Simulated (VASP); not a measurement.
# Sc2AgAu3 (P6/mmm) in VASP: a series of runs

Runs on Sc2AgAu3. Level: PBE. Tasks: single point, relaxation of cell and atoms.

All numbers are computed with VASP 6.6.1; they aren't measurements. Logs are shortened: lines on timing, memory, paths and dates and some standing lists are left out, and cuts for length are marked.

### 1 The cell of the first run

It takes space group P6/mmm (No. 191, hexagonal). Conventional cell: a = 5.624 Å, b = 5.624 Å, c = 4.788 Å, α = 90.00°, β = 90.00°, γ = 120.00°. Within 3.8 Å of Sc (site symmetry -6m2) lie 6 Au at 2.89 Å and 3 Sc at 3.25 Å and 3 Ag at 3.25 Å. Ag (site symmetry 6/mmm) has 6 Sc at 3.25 Å and 12 Au at 3.69 Å within 4.3 Å. Within 3.7 Å of Au (site symmetry mmm) lie 4 Au at 2.81 Å and 4 Sc at 2.89 Å and 4 Ag at 3.69 Å.

### 2 Single point, PBE

INCAR reads:

```
SYSTEM = Sc2AgAu3
  ALGO = Fast
  EDIFF = 1E-6
  ENCUT = 520
  GGA = PE
  ISIF = 2
  ISMEAR = 0
  LASPH = .True.
  LCHARG = .True.
  LELF = .True.
  LREAL = .False.
  LVHAR = .True.
  LWAVE = .False.
  NBANDS = 42
  NELM = 60
  PREC = Accurate
  SIGMA = 0.1
```

KPOINTS reads:

```
k-points
0
Gamma
  6 6 10
  0 0 0
```

POSCAR reads:

```
Sc2AgAu3
1.0
    5.6240536530      0.0000000000      0.0000000000
   -2.8120268265      4.8705733357      0.0000000000
    0.0000000000      0.0000000000      4.7884906873
Sc Ag Au
2 1 3
Direct
    0.3333333333      0.6666666667      0.0000000000
    0.6666666667      0.3333333333      0.0000000000
    0.0000000000      0.0000000000      0.0000000000
    0.5000000000      0.0000000000      0.5000000000
    0.5000000000      0.5000000000      0.5000000000
    0.0000000000      0.5000000000      0.5000000000
```

Potentials or basis: VASP PAW PBE potentials, release 64 (Sc_sv, Ag, Au).

Command:

```sh
> cat potpaw_PBE.64/Sc_sv/POTCAR potpaw_PBE.64/Ag/POTCAR potpaw_PBE.64/Au/POTCAR > POTCAR
> mpirun -np 1 vasp_std > vasp.out
```

OUTCAR:

```text
SYSTEM = Sc2AgAu3
   EDIFF = 1E-6
   ENCUT = 520
   GGA = PE
   ISIF = 2
   ISMEAR = 0
   LASPH = .True.
   LREAL = .False.
   NELM = 60
   PREC = Accurate

 ion  position               nearest neighbor table
   1  0.333  0.667  0.000-   4 2.89   4 2.89   6 2.89   6 2.89   5 2.89   5 2.89   2 3.25   3 3.25
                             2 3.25   3 3.25   3 3.25   2 3.25
   2  0.667  0.333  0.000-   4 2.89   4 2.89   6 2.89   6 2.89   5 2.89   5 2.89   1 3.25   3 3.25
                             1 3.25   3 3.25   3 3.25   1 3.25
   3  0.000  0.000  0.000-   1 3.25   2 3.25   1 3.25   2 3.25   2 3.25   1 3.25
   4  0.500  0.000  0.500-   5 2.81   6 2.81   5 2.81   6 2.81   1 2.89   2 2.89   1 2.89   2 2.89

   5  0.500  0.500  0.500-   4 2.81   4 2.81   6 2.81   6 2.81   1 2.89   2 2.89   1 2.89   2 2.89

   6  0.000  0.500  0.500-   4 2.81   4 2.81   5 2.81   5 2.81   1 2.89   2 2.89   1 2.89   2 2.89

  LATTYP: Found a hexagonal cell.
 ALAT       =     5.6240536530
 C/A-ratio  =     0.8514304775

  Lattice vectors:

 A1 = (   5.6240536530,   0.0000000000,   0.0000000000)
 A2 = (  -2.8120268265,   4.8705733357,   0.0000000000)
 A3 = (   0.0000000000,   0.0000000000,   4.7884906873)

Analysis of symmetry for initial positions (statically):
=====================================================================
 Subroutine PRICEL returns:
 Original cell was already a primitive cell.

 Routine SETGRP: Setting up the symmetry group for a
 hexagonal supercell.

 Subroutine GETGRP returns: Found 24 space group operations
 (whereof 24 operations were pure point group operations)
 out of a pool of 24 trial point group operations.

The static configuration has the point symmetry D_6h.

Analysis of symmetry for dynamics (positions and initial velocities):
=====================================================================
 Subroutine PRICEL returns:
 Original cell was already a primitive cell.

 Routine SETGRP: Setting up the symmetry group for a
 hexagonal supercell.

 Subroutine GETGRP returns: Found 24 space group operations
 (whereof 24 operations were pure point group operations)
 out of a pool of 24 trial point group operations.

The dynamic configuration has the point symmetry D_6h.

 Subroutine INISYM returns: Found 24 space group operations
 (whereof 24 operations are pure point group operations),
 and found     1 'primitive' translations

----------------------------------------------------------------------------------------

                                     Primitive cell

  volume of cell :     131.1681

  direct lattice vectors                    reciprocal lattice vectors
     5.624053653  0.000000000  0.000000000     0.177807692  0.102657319  0.000000000
    -2.812026826  4.870573336  0.000000000     0.000000000  0.205314638  0.000000000
     0.000000000  0.000000000  4.788490687     0.000000000  0.000000000  0.208834070

  length of vectors
     5.624053653  5.624053653  4.788490687     0.205314638  0.205314638  0.208834070

  position of ions in fractional coordinates (direct lattice)
     0.333333333  0.666666667  0.000000000
     0.666666667  0.333333333  0.000000000
     0.000000000  0.000000000  0.000000000
     0.500000000  0.000000000  0.500000000
     0.500000000  0.500000000  0.500000000
     1.000000000  0.500000000  0.500000000

  ion indices of the primitive-cell ions
   primitive index   ion index
                 1           1
                 2           2
                 3           3
                 4           4
                 5           5
                 6           6

----------------------------------------------------------------------------------------

 KPOINTS: k-points

Automatic generation of k-mesh.
 Grid dimensions read from file:
 generate k-points for:    6    6   10

 Generating k-lattice:

  Cartesian coordinates                     Fractional coordinates (reciprocal lattice)
     0.029634615  0.017109553  0.000000000     0.166666667 -0.000000000  0.000000000
     0.000000000  0.034219106  0.000000000     0.000000000  0.166666667  0.000000000
     0.000000000  0.000000000  0.020883407     0.000000000  0.000000000  0.100000000

  Length of vectors
     0.034219106  0.034219106  0.020883407

  Shift w.r.t. Gamma in fractional coordinates (k-lattice)
     0.000000000  0.000000000  0.000000000

 Subroutine IBZKPT returns following result:
 ===========================================

 Found     42 irreducible k-points:

 Following reciprocal coordinates:
            Coordinates               Weight
  0.000000  0.000000  0.000000      1.000000
  0.166667  0.000000  0.000000      6.000000
  0.333333  0.000000  0.000000      6.000000
  0.500000  0.000000  0.000000      3.000000
  0.166667  0.166667  0.000000      6.000000
  0.333333  0.166667  0.000000     12.000000
[... 16 lines left out ...]
  0.166667  0.000000  0.300000     12.000000
  0.333333  0.000000  0.300000     12.000000
 [... further k-points ...]
   k-points           NKPTS =     42   k-points in BZ     NKDIM =     42   number of bands    NBANDS=     42
   number of dos      NEDOS =    301   number of ions     NIONS =      6
   total plane-waves  NPLWV =  63504
   dimension x,y,z NGX =    42 NGY =   42 NGZ =   36
   dimension x,y,z NGXF=    84 NGYF=   84 NGZF=   72
   ions per type =               2   1   3
   NGX,Y,Z   is equivalent  to a cutoff of  12.42, 12.42, 12.50 a.u.
   NGXF,Y,Z  is equivalent  to a cutoff of  24.83, 24.83, 25.00 a.u.
 SYSTEM =  Sc2AgAu3
   PREC   = accura    normal or accurate (medium, high low for compatibility)
   ISTART =      0    job   : 0-new  1-cont  2-samecut
   ICHARG =      2    charge: 1-file 2-atom 10-const
   ISPIN  =      1    spin polarized calculation?
   LNONCOLLINEAR =      F non collinear calculations
   LSORBIT =      F    spin-orbit coupling
   LASPH  =      T    aspherical Exc in radial PAW
   ENCUT  =  520.0 eV  38.22 Ry    6.18 a.u.  10.46 10.46  8.90*2*pi/ulx,y,z
   NELM   =     60;   NELMIN=  2; NELMDL= -5     # of ELM steps
   EDIFF  = 0.1E-05   stopping-criterion for ELM
   LREAL  =      F    real-space projection
   EDIFFG = 0.1E-04   stopping-criterion for IOM
   NSW    =      0    number of steps for IOM
   IBRION =     -1    ionic relax: 0-MD 1-quasi-New 2-CG
   NFREE  =      0    steps in history (QN), initial steepest desc. (CG)
   ISIF   =      2    stress and relaxation
   ISYM   =      2    0-nonsym 1-usesym 2-fastsym
   POTIM  = 0.5000    time-step for ionic-motion
   TEBEG  =    0.0;   TEEND  =   0.0 temperature during run
   PSTRESS=    0.0 pullay stress
   NELECT =      66.0000    total number of electrons
   NUPDOWN=      -1.0000    fix difference up-down
   EMIN   =  10.00;   EMAX   =-10.00  energy-range for DOS
   EFERMI =   0.00;   METHOD = LEGACY
   ISMEAR =     0;   SIGMA  =   0.10  broadening in eV -4-tet -1-fermi 0-gaus
   EFERMI_NEDOS =   21; number of points for ismear=-14 and -15
   IALGO  =     68    algorithm
   IMIX   =      4    mixing-type and parameters
     AMIX     =   0.40;   BMIX     =  1.00
     AMIX_MAG =   1.60;   BMIX_MAG =  1.00
  volume/ion in A,a.u.               =      21.86       147.53
  Fermi-wavevector in a.u.,A,eV,Ry     =   1.302107  2.460626 23.068450  1.695483
  Thomas-Fermi vector in A             =   2.433197
   LORBIT       =      0    0 simple, 1 ext, 2 COOP (PROOUT), +10 PAW based schemes
   GGA     = PE    functional components
   LHFCALC =     F    Hartree Fock is set to
   AEXX    =    0.0000 exact exchange contribution
   IVDW    =     0    specifies the selected vdW correction
   LEPSILON=     F    determine dielectric tensor
   LRPA    =     F    only Hartree local field effects (RPA)
 non-spin polarized calculation
 RMM-DIIS sequential band-by-band and
 Gauss-broadening in eV      SIGMA  =   0.10
  energy-cutoff  :      520.00
  volume of cell :      131.17
 maximum number of plane-waves:      3570
 NGX is ok and might be reduce to    42
   NGX = 21   NGY = 21   NGZ = 17

 number of electron      65.9999991 magnetization

 Free energy of the ion-electron system (eV)
  ---------------------------------------------------
  ext. energy  EPLUGINS =         0.00000000
  ---------------------------------------------------
  free energy    TOTEN  =       -25.83843686 eV

  energy without entropy =      -25.78887617  energy(sigma->0) =      -25.81365652

 E-fermi :   5.8824     XC(G=0): -10.7695

 val. band max:        5.8822436087   @ k =   0.3333   0.3333   0.3000
 cond. band min:       5.8826776557   @ k =   0.5000   0.0000   0.0000
 fundamental gap:      0.0004340470
 Fermi energy:         5.8823505876

 k-point     1 :       0.0000    0.0000    0.0000
  band No.  band energies     occupation
      1     -44.3071      2.00000
      2     -44.2753      2.00000
      3     -22.9797      2.00000
      4     -22.9797      2.00000
      5     -22.9648      2.00000
      6     -22.9394      2.00000
[... 34 lines left out ...]
     41       8.8493      0.00000
     42       9.1906      0.00000

 k-point     2 :       0.1667    0.0000    0.0000
  band No.  band energies     occupation
      1     -44.3052      2.00000
      2     -44.2771      2.00000
      3     -22.9826      2.00000
      4     -22.9722      2.00000
      5     -22.9633      2.00000
      6     -22.9409      2.00000
[... 34 lines left out ...]
     41       8.5136      0.00000
     42       9.2101      0.00000

 k-point     3 :       0.3333    0.0000    0.0000
  band No.  band energies     occupation
      1     -44.3004      2.00000
      2     -44.2820      2.00000
      3     -22.9880      2.00000
      4     -22.9594      2.00000
      5     -22.9540      2.00000
      6     -22.9447      2.00000
[... 897 lines left out ...]
      4     -22.9730      2.00000
      5     -22.9697      2.00000
      6     -22.9369      2.00000
[... 34 lines left out ...]
     41       8.8986      0.00000
     42       9.0477      0.00000

 k-point    24 :       0.3333    0.0000    0.3000
  band No.  band energies     occupation
      1     -44.3000      2.00000
      2     -44.2821      2.00000
      3     -22.9854      2.00000
      4     -22.9668      2.00000
      5     -22.9526      2.00000
      6     -22.9427      2.00000
[... 34 lines left out ...]
     41       8.5712      0.00000
     42       8.7963      0.00000

 [... further k-points ...]

------------------------ aborting loop because EDIFF is reached ----------------------------------------

  FORCE on cell =-STRESS in cart. coord.  units (eV):
  Direction    XX          YY          ZZ          XY          YZ          ZX
  --------------------------------------------------------------------------------------
  -------------------------------------------------------------------------------------
  Total       -0.0099202     -0.0099202      0.0511116      0.0000000     -0.0000000      0.0000000
  in kB       -0.1211723     -0.1211723      0.6243127      0.0000000     -0.0000000      0.0000000
  external PRESSURE =       0.1273227 kB  Pullay stress =       0.0000000 kB

 VOLUME and BASIS-vectors are now :
 -----------------------------------------------------------------------------
  energy-cutoff  :      520.00
  volume of cell :      131.17
      direct lattice vectors                 reciprocal lattice vectors
     5.624053653  0.000000000  0.000000000     0.177807692  0.102657319  0.000000000
    -2.812026826  4.870573336  0.000000000     0.000000000  0.205314638  0.000000000
     0.000000000  0.000000000  4.788490687     0.000000000  0.000000000  0.208834070

 POSITION                                       TOTAL-FORCE (eV/Angst)
 -----------------------------------------------------------------------------------
     -0.00000      3.24705      0.00000         0.000000     -0.000000      0.000000
      2.81203      1.62352      0.00000         0.000000      0.000000      0.000000
      0.00000      0.00000      0.00000        -0.000000      0.000000      0.000000
      2.81203      0.00000      2.39425        -0.000000      0.000000      0.000000
      1.40601      2.43529      2.39425        -0.000000      0.000000      0.000000
     -1.40601      2.43529      2.39425        -0.000000      0.000000      0.000000
 -----------------------------------------------------------------------------------
    total drift:                               -0.000000      0.000000      0.000000

  FREE ENERGIE OF THE ION-ELECTRON SYSTEM (eV)
  ---------------------------------------------------
  free  energy   TOTEN  =       -25.8384368608 eV

  energy  without entropy=      -25.7888761744  energy(sigma->0) =      -25.81365652
```

Wall time 3 min (1 thread of Intel Xeon 6975P-C (Granite Rapids), shared host); peak memory 0.38 GiB.

What came out:

```yaml
Free_energy: -25.8384 eV
Pressure: 0.0 GPa
Band_gap_on_the_k_mesh: zero (bands 33 and 34 overlap by 1.11 eV)
```

Caveat: spin-orbit coupling is left out, which moves the levels of the heavy elements.

[end of part 1 of 2]
